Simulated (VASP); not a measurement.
# HfB (I4mm) in VASP: electric field gradients with PBE

Aim: the electric field gradients of HfB with PBE.

All numbers are computed with VASP 6.6.1; they aren't measurements. Logs are shortened: lines on timing, memory, paths and dates and some standing lists are left out, and cuts for length are marked.

## (1) The cell of the first run

The structure is tetragonal, space group I4mm (No. 107). Conventional cell: a = 3.267 Å, b = 3.267 Å, c = 4.620 Å, α = 90.00°, β = 90.00°, γ = 90.00°. Within 2.8 Å of Hf (site symmetry 4mm) lie 6 B at 2.11 to 2.51 Å. Within 2.8 Å of B (site symmetry 4mm) lie 6 Hf at 2.11 to 2.51 Å.

## (2) Electric field gradients, PBE (atom 2 (B) moved by [0.0, 0.0, 0.2] A)

INCAR

```
SYSTEM = HfB
ALGO = Normal
EDIFF = 1E-8
ENCUT = 520
GGA = PE
ISIF = 2
ISMEAR = -1
LASPH = .TRUE.
LCHARG = .FALSE.
LEFG = .TRUE.
LREAL = .FALSE.
LWAVE = .FALSE.
NBANDS = 14
NELM = 80
PREC = Accurate
SIGMA = 0.05
```

KPOINTS

```
k-points
0
G
  15 15 15
  0 0 0
```

POSCAR

```
HfB
1.0
    0.0000000000      2.3100000000      2.3100000000
    2.3100000000      0.0000000000      2.3100000000
    2.3100000000      2.3100000000      0.0000000000
Hf B
1 1
Direct
    0.5000000000      0.5000000000      0.5000000000
    0.0432900433      0.0432900433     -0.0432900433
```

Potentials or basis: VASP PAW PBE potentials, release 64 (Hf_pv, B).

Run with:

```bash
$ cat potpaw_PBE.64/Hf_pv/POTCAR potpaw_PBE.64/B/POTCAR > POTCAR
$ mpirun -np 1 vasp_std > vasp.out
```

OUTCAR:

```text
SYSTEM = HfB
   EDIFF = 1E-8
   ENCUT = 520
   GGA = PE
   ISIF = 2
   ISMEAR = -1
   LASPH = .TRUE.
   LREAL = .FALSE.
   NELM = 80
   PREC = Accurate

 ion  position               nearest neighbor table
   1  0.500  0.500  0.500-   2 2.11   2 2.32   2 2.32   2 2.32   2 2.32   2 2.51
   2  0.043  0.043  0.957-   1 2.11   1 2.32   1 2.32   1 2.32   1 2.32   1 2.51

  LATTYP: Found a face centered cubic cell.
 ALAT       =     4.6200000000

  Lattice vectors:

 A1 = (   0.0000000000,   2.3100000000,   2.3100000000)
 A2 = (   2.3100000000,   0.0000000000,   2.3100000000)
 A3 = (   2.3100000000,   2.3100000000,   0.0000000000)

Analysis of symmetry for initial positions (statically):
=====================================================================
 Subroutine PRICEL returns:
 Original cell was already a primitive cell.

 Routine SETGRP: Setting up the symmetry group for a
 face centered cubic supercell.

 Subroutine GETGRP returns: Found  8 space group operations
 (whereof  8 operations were pure point group operations)
 out of a pool of 48 trial point group operations.

The static configuration has the point symmetry C_4v.

Analysis of symmetry for dynamics (positions and initial velocities):
=====================================================================
 Subroutine PRICEL returns:
 Original cell was already a primitive cell.

 Routine SETGRP: Setting up the symmetry group for a
 face centered cubic supercell.

 Subroutine GETGRP returns: Found  8 space group operations
 (whereof  8 operations were pure point group operations)
 out of a pool of 48 trial point group operations.

The dynamic configuration has the point symmetry C_4v.

 Subroutine INISYM returns: Found  8 space group operations
 (whereof  8 operations are pure point group operations),
 and found     1 'primitive' translations

----------------------------------------------------------------------------------------

                                     Primitive cell

  volume of cell :      24.6528

  direct lattice vectors                    reciprocal lattice vectors
     0.000000000  2.310000000  2.310000000    -0.216450216  0.216450216  0.216450216
     2.310000000  0.000000000  2.310000000     0.216450216 -0.216450216  0.216450216
     2.310000000  2.310000000  0.000000000     0.216450216  0.216450216 -0.216450216

[... 135 lines left out ...]
 Fermi energy:         5.1569502140

 k-point     1 :       0.0000    0.0000    0.0000
  band No.  band energies     occupation
      1     -23.2288      2.00000
      2     -23.1713      2.00000
      3     -23.1713      2.00000
      4      -4.4185      2.00000
      5       6.6954      0.00000
      6       6.6954      0.00000
      7       7.3581      0.00000
      8       7.6598      0.00000
      9       9.3783      0.00000
     10       9.8243      0.00000
     11       9.8243      0.00000
     12      11.0542      0.00000
     13      16.7108      0.00000
     14      17.9864      0.00000
[... 377 lines left out ...]
      1     -23.9137      2.00000
      2     -23.3002      2.00000
      3     -23.2687      2.00000
      4       0.1414      2.00000
      5       1.0480      2.00000
      6       3.7625      2.00000
      7       3.9609      2.00000
      8      11.2881      0.00000
      9      11.5843      0.00000
     10      12.5377      0.00000
     11      13.9028      0.00000
     12      17.7581      0.00000
     13      18.8091      0.00000
     14      20.2378      0.00000

 [... further k-points ...]

------------------------ aborting loop because EDIFF is reached ----------------------------------------

  FORCE on cell =-STRESS in cart. coord.  units (eV):
  Direction    XX          YY          ZZ          XY          YZ          ZX
  --------------------------------------------------------------------------------------
  -------------------------------------------------------------------------------------
  Total        4.4814874      4.4814874      6.5577352      0.0000000      0.0000000      0.0000000
  in kB      291.2506010    291.2506010    426.1853565      0.0000000      0.0000000      0.0000000
  external PRESSURE =     336.2288528 kB  Pullay stress =       0.0000000 kB

 VOLUME and BASIS-vectors are now :
 -----------------------------------------------------------------------------
  energy-cutoff  :      520.00
  volume of cell :       24.65
      direct lattice vectors                 reciprocal lattice vectors
     0.000000000  2.310000000  2.310000000    -0.216450216  0.216450216  0.216450216
     2.310000000  0.000000000  2.310000000     0.216450216 -0.216450216  0.216450216
     2.310000000  2.310000000  0.000000000     0.216450216  0.216450216 -0.216450216

 POSITION                                       TOTAL-FORCE (eV/Angst)
 -----------------------------------------------------------------------------------
      2.31000      2.31000      2.31000         0.000000      0.000000      2.640975
      2.31000      2.31000      0.20000         0.000000      0.000000     -2.640975
 -----------------------------------------------------------------------------------
    total drift:                               -0.000000     -0.000000     -0.000014

  FREE ENERGIE OF THE ION-ELECTRON SYSTEM (eV)
  ---------------------------------------------------
  free  energy   TOTEN  =       -16.9086218051 eV

  energy  without entropy=      -16.9002621263  energy(sigma->0) =      -16.90444197

 Electric field gradients (V/A^2)
---------------------------------------------------------------------
 ion       V_xx      V_yy      V_zz      V_xy      V_xz      V_yz
---------------------------------------------------------------------
   1      -5.872    -5.872    11.743    -0.000    -0.000    -0.000
   2      -1.345    -1.345     2.689     0.000     0.000     0.000
---------------------------------------------------------------------

 Electric field gradients after diagonalization (V/A^2)
 (convention: |V_zz| > |V_xx| > |V_yy|)
----------------------------------------------------------------------
 ion       V_xx      V_yy      V_zz     asymmetry (V_yy - V_xx)/ V_zz
----------------------------------------------------------------------
   1      -5.872    -5.872    11.743       0.000
   2      -1.345    -1.344     2.689       0.000
----------------------------------------------------------------------

           NMR quadrupolar parameters

 Cq : quadrupolar parameter    Cq=e*Q*V_zz/h
 eta: asymmetry parameters     (V_yy - V_xx)/ V_zz
 Q  : nuclear electric quadrupole moment in mb (millibarn)
----------------------------------------------------------------------
 ion       Cq(MHz)       eta       Q (mb)
----------------------------------------------------------------------
   1       0.028       0.000       1.000
   2       0.007       0.000       1.000
----------------------------------------------------------------------
```

Wall time 57 s (1 thread of Intel Xeon Platinum 8488C (Sapphire Rapids), shared host); peak memory 0.22 GiB.

What came out:

- Free energy: -16.9086 eV
- Pressure: 33.6 GPa
- Largest force: 2.641 eV/Å

Forces in eV/Å, atoms in the order of the input:
```
Hf   0.000  0.000  2.641
B    0.000  0.000 -2.641
```

Stress tensor (GPa, compression positive):
```
29.13  0.00  0.00
 0.00 29.13  0.00
 0.00  0.00 42.62
```

Levels at points of the mesh, in eV from the Fermi level:
```csv
k point,band 4,band 5,band 6,band 7,band 8,band 9,band 10,band 11
"(0.00, 0.00, 0.00)",-9.58,1.54,1.54,2.20,2.50,4.22,4.67,4.67
```

Electric field gradients, principal values (V/Å²):
```tsv
atom	least	middle	greatest (by size)
1 Hf	-5.872	-5.872	11.743
2 B	-1.344	-1.345	2.689
```

Caveat: the cell differs from its parent crystal (atom 2 (B) moved by [0.0, 0.0, 0.2] A); without QUAD_EFG the Cq values of the log hold for a quadrupole moment of 1 mb, not for the nuclei; spin-orbit coupling is left out, which moves the levels of the heavy elements; forces of over 1 eV/Å act on the atoms, so gaps and moduli don't describe the material at rest.
